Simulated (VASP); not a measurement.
Input of a VASP 6.6.1 run:

File POSCAR:

```
ZrH
1.0
    3.2355806758      0.0000000000      0.0000000000
    0.0000000000      3.2355806758      0.0000000000
    0.0000000000      0.0000000000      5.0014745703
Zr H
2 2
Direct
    0.0000000000      0.5000000000      0.5000000000
    0.5000000000      0.0000000000      0.0000000000
    0.5000000000      0.5000000000      0.2500000000
    0.5000000000      0.5000000000      0.7500000000
```

INCAR.step1

```
PREC = Accurate
ENCUT = 520
ISMEAR = -1
SIGMA = 0.08
LREAL = F
LASPH = T
NELM = 80
NBANDS = 21
GGA = PE
ALGO = Normal
EDIFF = 1E-4
LWAVE = T
LCHARG = F
```

File INCAR.step2:

```
PREC = Accurate
ENCUT = 520
EDIFF = 1E-8
ISMEAR = -1
SIGMA = 0.08
LREAL = F
LASPH = T
NELM = 80
ALGO = Normal
ISIF = 2
LWAVE = F
LCHARG = F
METAGGA = R2SCAN
LMIXTAU = T
LEFG = T
NBANDS = 21
ISTART = 1
```

Contents of KPOINTS:

```
Automatic mesh
0
Gamma
  10 10 7
```

Potentials or basis: VASP PAW PBE potentials, release 64 (Zr_sv, H).

Launch:

```bash
$ cat potpaw_PBE.64/Zr_sv/POTCAR potpaw_PBE.64/H/POTCAR > POTCAR
$ cp INCAR.step1 INCAR
$ mpirun -np 1 vasp_std > vasp.out
$ cp INCAR.step2 INCAR
$ mpirun -np 1 vasp_std > vasp.out
```

(1) Estimate the band gap on the k mesh.

(2) Estimate the pressure.

## Answers

(1) zero (bands 13 and 14 overlap by 0.73 eV).

(2) 0.2 GPa.

Caveat: without QUAD_EFG the Cq values of the log hold for a quadrupole moment of 1 mb, not for the nuclei; the PAW data sets were made with another functional, which shifts forces and pressure a little.
